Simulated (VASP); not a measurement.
Au, 2 atoms in the cell. It takes space group P6_3/mmc (No. 194, hexagonal). Conventional cell: a = 2.900 Å, b = 2.900 Å, c = 4.880 Å, α = 90.00°, β = 90.00°, γ = 120.00°. Au (site symmetry -6m2) has 12 Au at 2.90 to 2.96 Å within 3.8 Å. 

```yaml
Program: VASP 6.6.1
Task: electric field gradients
Functional: PBEsol
Potentials_or_basis: VASP PAW PBE potentials, release 64 (Au)
Cutoff: 520 eV
k_mesh: 14 × 14 × 8
Occupations: fermi-dirac, width 0.03 eV
Spin: no spin polarisation
Dipole_correction: no
Further_INCAR_settings: ALGO = Normal; EDIFF = 1e-08; NBANDS = 18
```

Potentials or basis: VASP PAW PBE potentials, release 64 (Au).

Command:

```bash
$ cat potpaw_PBE.64/Au/POTCAR > POTCAR
$ mpirun -np 1 vasp_std > vasp.out
```

Hardware: 1 thread of Intel(R) Xeon(R) Platinum 8488C (Sapphire Rapids), on a shared host.

Problem. Estimate the wall time of this run.

Solution. Run time: 26 s on 1 thread of Intel(R) Xeon(R) Platinum 8488C (Sapphire Rapids) (shared host), peak memory 0.19 GiB. Counts: scf iterations 14, k points 120.
